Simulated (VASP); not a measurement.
# Ga4AsP3 (Amm2) in VASP: relaxation of cell and atoms with PBE

Aim: the relaxation of cell and atoms of Ga4AsP3 with PBE.

Everything below comes from runs of VASP 6.6.1. Logs are shortened: lines on timing, memory, paths and dates and some standing lists are left out, and cuts for length are marked.

### Step 1. The cell of the first run

Symmetry: Amm2, No. 38, orthorhombic system. Conventional cell: a = 3.934 Å, b = 7.870 Å, c = 11.128 Å, α = 90.00°, β = 90.00°, γ = 90.00°. Ga (site symmetry mm2) has 2 P at 2.38 Å and 2 As at 2.44 Å within 3.1 Å. Within 3.2 Å of Ga (site symmetry m) lie 3 P at 2.39 to 2.40 Å and 1 As at 2.46 Å. Within 3.2 Å of Ga (site symmetry mm2) lie 4 P at 2.41 Å. Within 3.1 Å of P (site symmetry m) lie 4 Ga at 2.38 to 2.41 Å. P (site symmetry mm2) has 4 Ga at 2.39 to 2.41 Å within 3.2 Å. Within 3.2 Å of As (site symmetry mm2) lie 4 Ga at 2.44 to 2.46 Å.

### Step 2. Relaxation of cell and atoms, PBE

Input file INCAR:

```
PREC     = Accurate       # precision mode
ENCUT    = 600            # plane-wave cutoff, eV
EDIFF    = 1E-6           # SCF threshold, eV
ISMEAR   = 0              # smearing method
SIGMA    = 0.02           # smearing width, eV
LREAL    = False          # projectors in reciprocal space
LASPH    = True           # aspherical terms in the spheres
NELM     = 60             # most SCF steps
ALGO     = Normal         # electronic algorithm
ISIF     = 3              # what is computed and relaxed
LWAVE    = False          # write WAVECAR
LCHARG   = False          # write CHGCAR
GGA      = PE             # functional
IBRION   = 2              # ionic algorithm
NSW      = 100            # ionic steps
EDIFFG   = -0.01          # ionic threshold
```

Input file KPOINTS:

```
regular mesh
0
Gamma
  8 4 4
```

Input file POSCAR:

```
Ga4AsP3
1.0
    3.9342940000      0.0000000000      0.0000000000
    0.0000000000      3.9349580000      5.5642020000
    0.0000000000     -3.9349580000      5.5642020000
Ga P As
4 3 1
Direct
    0.0000000000      0.9950690000      0.9950690000
    0.5000000000      0.5072610000      0.9971260000
    0.5000000000      0.9971260000      0.5072610000
    0.0000000000      0.5002930000      0.5002930000
    0.0000000000      0.6248730000      0.1251410000
    0.0000000000      0.1251410000      0.6248730000
    0.5000000000      0.6250480000      0.6250480000
    0.5000000000      0.1251890000      0.1251890000
```

Potentials or basis: VASP PAW PBE potentials, release 64 (Ga_d, P, As).

The run is started by

```sh
cat potpaw_PBE.64/Ga_d/POTCAR potpaw_PBE.64/P/POTCAR potpaw_PBE.64/As/POTCAR > POTCAR
mpirun -np 1 vasp_std > vasp.out
```

OUTCAR:

```text
PREC = Accurate
   ENCUT = 600
   EDIFF = 1E-6
   ISMEAR = 0
   LREAL = False
   LASPH = True
   NELM = 60
   ISIF = 3
   GGA = PE
   IBRION = 2
   NSW = 100
   EDIFFG = -0.01

 ion  position               nearest neighbor table
   1  0.000  0.995  0.995-   5 2.38   6 2.38   8 2.44   8 2.44
   2  0.500  0.507  0.997-   7 2.39   5 2.40   5 2.40   8 2.46
   3  0.500  0.997  0.507-   7 2.39   6 2.40   6 2.40   8 2.46
   4  0.000  0.500  0.500-   7 2.41   7 2.41   5 2.41   6 2.41
   5  0.000  0.625  0.125-   1 2.38   2 2.40   2 2.40   4 2.41
   6  0.000  0.125  0.625-   1 2.38   3 2.40   3 2.40   4 2.41
   7  0.500  0.625  0.625-   2 2.39   3 2.39   4 2.41   4 2.41
   8  0.500  0.125  0.125-   1 2.44   1 2.44   3 2.46   2 2.46

  LATTYP: Found a base centered orthorhombic cell.
 ALAT       =     7.8699160000
 B/A-ratio  =     1.4140435552
 C/A-ratio  =     0.4999156281

  Lattice vectors:

 A1 = (   0.0000000000,   3.9349580000,  -5.5642020000)
 A2 = (   0.0000000000,   3.9349580000,   5.5642020000)
 A3 = (   3.9342940000,   0.0000000000,   0.0000000000)

Analysis of symmetry for initial positions (statically):
=====================================================================
 Subroutine PRICEL returns:
 Original cell was already a primitive cell.

 Routine SETGRP: Setting up the symmetry group for a
 base centered orthorhombic supercell.

 Subroutine GETGRP returns: Found  4 space group operations
 (whereof  4 operations were pure point group operations)
 out of a pool of  8 trial point group operations.

The static configuration has the point symmetry C_2v.

Analysis of symmetry for dynamics (positions and initial velocities):
=====================================================================
 Subroutine PRICEL returns:
 Original cell was already a primitive cell.

 Routine SETGRP: Setting up the symmetry group for a
 base centered orthorhombic supercell.

 Subroutine GETGRP returns: Found  4 space group operations
 (whereof  4 operations were pure point group operations)
 out of a pool of  8 trial point group operations.

The dynamic configuration has the point symmetry C_2v.

 Subroutine INISYM returns: Found  4 space group operations
 (whereof  4 operations are pure point group operations),
 and found     1 'primitive' translations

----------------------------------------------------------------------------------------

                                     Primitive cell
[... 106 lines left out ...]
   NSW    =    100    number of steps for IOM
   IBRION =      2    ionic relax: 0-MD 1-quasi-New 2-CG
   NFREE  =      1    steps in history (QN), initial steepest desc. (CG)
   ISIF   =      3    stress and relaxation
   ISYM   =      2    0-nonsym 1-usesym 2-fastsym
   POTIM  = 0.5000    time-step for ionic-motion
   TEBEG  =    0.0;   TEEND  =   0.0 temperature during run
   PSTRESS=    0.0 pullay stress
   NELECT =      72.0000    total number of electrons
   NUPDOWN=      -1.0000    fix difference up-down
   EMIN   =  10.00;   EMAX   =-10.00  energy-range for DOS
   EFERMI =   0.00;   METHOD = LEGACY
   ISMEAR =     0;   SIGMA  =   0.02  broadening in eV -4-tet -1-fermi 0-gaus
   EFERMI_NEDOS =   21; number of points for ismear=-14 and -15
   IALGO  =     38    algorithm
   IMIX   =      4    mixing-type and parameters
     AMIX     =   0.40;   BMIX     =  1.00
     AMIX_MAG =   1.60;   BMIX_MAG =  1.00
  volume/ion in A,a.u.               =      21.54       145.33
  Fermi-wavevector in a.u.,A,eV,Ry     =   1.223975  2.312977 20.383075  1.498114
  Thomas-Fermi vector in A             =   2.359066
   LORBIT       =      0    0 simple, 1 ext, 2 COOP (PROOUT), +10 PAW based schemes
   GGA     = PE    functional components
   LHFCALC =     F    Hartree Fock is set to
   AEXX    =    0.0000 exact exchange contribution
   IVDW    =     0    specifies the selected vdW correction
   LEPSILON=     F    determine dielectric tensor
   LRPA    =     F    only Hartree local field effects (RPA)
 conjugate gradient relaxation of ions
 non-spin polarized calculation
 Gauss-broadening in eV      SIGMA  =   0.02
  energy-cutoff  :      600.00
  volume of cell :      172.28
 maximum number of plane-waves:      5803
 NGX is ok and might be reduce to    32
   NGX = 15   NGY = 27   NGZ = 27

--------------------------------------- Ionic step        1  -------------------------------------------

 number of electron      71.9999983 magnetization

 Free energy of the ion-electron system (eV)
  ---------------------------------------------------
  ext. energy  EPLUGINS =         0.00000000
  ---------------------------------------------------
  free energy    TOTEN  =       -35.58797401 eV

  energy without entropy =      -35.58797401  energy(sigma->0) =      -35.58797401

------------------------ aborting loop because EDIFF is reached ----------------------------------------

  FORCE on cell =-STRESS in cart. coord.  units (eV):
  Direction    XX          YY          ZZ          XY          YZ          ZX
  --------------------------------------------------------------------------------------
  -------------------------------------------------------------------------------------
  Total        0.0482513      0.0948704      0.0703432      0.0000000      0.0000000      0.0000000
  in kB        0.4487248      0.8822705      0.6541731      0.0000000      0.0000000      0.0000000
  external PRESSURE =       0.6617228 kB  Pullay stress =       0.0000000 kB
[... 113 lines left out ...]
--------------------------------------- Ionic step        4  -------------------------------------------

 number of electron      71.9999983 magnetization

 Free energy of the ion-electron system (eV)
  ---------------------------------------------------
  ext. energy  EPLUGINS =         0.00000000
  ---------------------------------------------------
  free energy    TOTEN  =       -35.58800402 eV

  energy without entropy =      -35.58800402  energy(sigma->0) =      -35.58800402

 E-fermi :   4.3165     XC(G=0):  -9.6133

 val. band max:        4.1924198532   @ k =   0.0000   0.0000   0.0000
 cond. band min:       5.2836528678   @ k =   0.0000   0.0000   0.0000
 fundamental gap:      1.0912330146
 Fermi energy:         4.3165294236

 k-point     1 :       0.0000    0.0000    0.0000
  band No.  band energies     occupation
      1     -10.5807      2.00000
      2     -10.5501      2.00000
      3     -10.5170      2.00000
      4     -10.5053      2.00000
      5     -10.4730      2.00000
      6     -10.4536      2.00000
[... 1093 lines left out ...]
     42       7.7900      0.00000
     43       8.5149      0.00000

 [... further k-points ...]
[... 5 lines left out ...]
  --------------------------------------------------------------------------------------
  -------------------------------------------------------------------------------------
  Total       -0.0369912     -0.0387155     -0.0387524      0.0000000      0.0000000      0.0000000
  in kB       -0.3436993     -0.3597205     -0.3600632      0.0000000      0.0000000      0.0000000
  external PRESSURE =      -0.3544943 kB  Pullay stress =       0.0000000 kB
[... 23 lines left out ...]
  FREE ENERGIE OF THE ION-ELECTRON SYSTEM (eV)
  ---------------------------------------------------
  free  energy   TOTEN  =       -35.5880040157 eV

  energy  without entropy=      -35.5880040157  energy(sigma->0) =      -35.58800402

 reached required accuracy - stopping structural energy minimisation
```

OSZICAR:

```text
N       E                     dE             d eps       ncg     rms          rms(c)
DAV:   1     0.648778264364E+03    0.64878E+03   -0.36262E+04  3203   0.265E+03
DAV:   2     0.749263995930E+02   -0.57385E+03   -0.56055E+03  3114   0.640E+02
DAV:   3    -0.295430403815E+02   -0.10447E+03   -0.10093E+03  3479   0.188E+02
DAV:   4    -0.363213958068E+02   -0.67784E+01   -0.67343E+01  3781   0.466E+01
[... 27 lines left out ...]
       N       E                     dE             d eps       ncg     rms          rms(c)
DAV:   1    -0.355880114756E+02   -0.69927E-05   -0.17668E-04  4124   0.144E-01    0.171E-02
DAV:   2    -0.355880058897E+02    0.55858E-05   -0.27759E-05  3555   0.687E-02    0.784E-03
DAV:   3    -0.355880042553E+02    0.16345E-05   -0.43362E-06  2825   0.253E-02    0.172E-03
DAV:   4    -0.355880040157E+02    0.23955E-06   -0.12388E-06  1783   0.161E-02
   4 F= -.35588004E+02 E0= -.35588004E+02  d E =-.300057E-04
```

Wall time 5.7 min (1 thread of Intel Xeon 6975P-C (Granite Rapids), shared host); peak memory 0.48 GiB.

What came out:

```yaml
Free_energy: -35.5880 eV
Relaxed_volume: 21.55 Å³/atom
Relaxed_cell: a = 3.935 Å, b = 6.817 Å, c = 6.817 Å, α = 70.54°, β = 90.00°, γ = 90.00°
Space_group_after_relaxing_to_0.1_Å: Amm2 (No. 38)
Energy_gained_by_relaxing: 0.0 meV/atom
Ionic_steps: 4
Pressure_after_relaxing: 0.0 GPa
Largest_force_after_relaxing: 0.007 eV/Å
Band_gap_on_the_k_mesh: 1.09 eV
```

Forces in eV/Å, atoms in the order of the input:
```
Ga   0.000  0.000 -0.007
Ga   0.000  0.004  0.003
Ga   0.000 -0.004  0.003
Ga   0.000  0.000  0.002
P    0.000  0.002 -0.001
P    0.000 -0.002 -0.001
P    0.000  0.000  0.000
As   0.000  0.000  0.001
```

Final structure:
```
CELL_PARAMETERS angstrom
3.93509 0.00000 0.00000
0.00000 3.93653 5.56585
0.00000 -3.93653 5.56585
ATOMIC_POSITIONS crystal
Ga 0.00000 0.99503 0.99503
Ga 0.50000 0.50734 0.99713
Ga 0.50000 0.99713 0.50734
Ga 0.00000 0.50032 0.50032
P 0.00000 0.62487 0.12511
P 0.00000 0.12511 0.62487
P 0.50000 0.62503 0.62503
As 0.50000 0.12518 0.12518
```

Levels at points of the mesh, in eV from the valence-band top:
```csv
k point,band 33,band 34,band 35,band 36,band 37,band 38,band 39,band 40
"(0.00, 0.00, 0.00)",-1.03,-0.06,-0.05,0.00,1.09,1.32,1.32,1.60
"(0.50, 0.00, 0.00)",-3.26,-3.20,-1.37,-1.08,2.78,3.03,4.52,4.53
"(0.00, 0.50, 0.00)",-0.87,-0.86,-0.56,-0.49,1.66,1.87,2.21,2.45
"(0.50, 0.50, 0.00)",-2.15,-2.12,-1.98,-1.80,2.19,2.22,2.37,2.52
"(0.00, 0.50, 0.50)",-1.66,-1.54,-1.37,-0.95,1.97,2.15,2.79,2.99
"(0.50, 0.50, 0.50)",-1.31,-1.15,-1.11,-0.98,1.28,1.30,1.47,1.72
```

A k mesh can miss the band edges.
